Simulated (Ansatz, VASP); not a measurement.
**TiCo in VASP and in Ansatz**

```xyz
2
Lattice="0.0000 2.4261 2.4261 2.4261 0.0000 2.4261 2.4261 2.4261 0.0000" Properties=species:S:1:pos:R:3 pbc="T T T"
Ti    0.0000    0.0000    0.0000
Co    2.4261    2.4261    2.4261
```

Change from the starting cell: species swapped into the MnSe type (Fm-3m, No. 225).

Alike in both runs: task relaxation of cell and atoms; functional PBE; k mesh 20 × 20 × 20; occupations gaussian, width 0.1 eV; no spin polarisation.

```csv
,VASP,Ansatz
version,VASP 6.6.1,Ansatz 0.2.0
potentials or method,"VASP PAW PBE potentials, release 64 (Ti_sv, Co), cutoff 600 eV","scalar-relativistic, plane waves, PAW"
valence electrons in the cell,21,29
```

```tsv
	VASP	Ansatz	Ansatz less VASP
gap on the k mesh at the Fermi level, each at its own relaxed structure (eV)	none	none	-
relaxed volume (Å³/atom)	14.26	14.28	+0.022
relaxed length of the cell vector where the two differ most in proportion (Å)	3.429	3.431	+0.0017
```

A gap of «none» marks a metal or a gap that the smearing closes. VASP's potentials hold 21 valence electrons a cell and Ansatz's 29, so a difference there can come from the potentials and not from the codes.
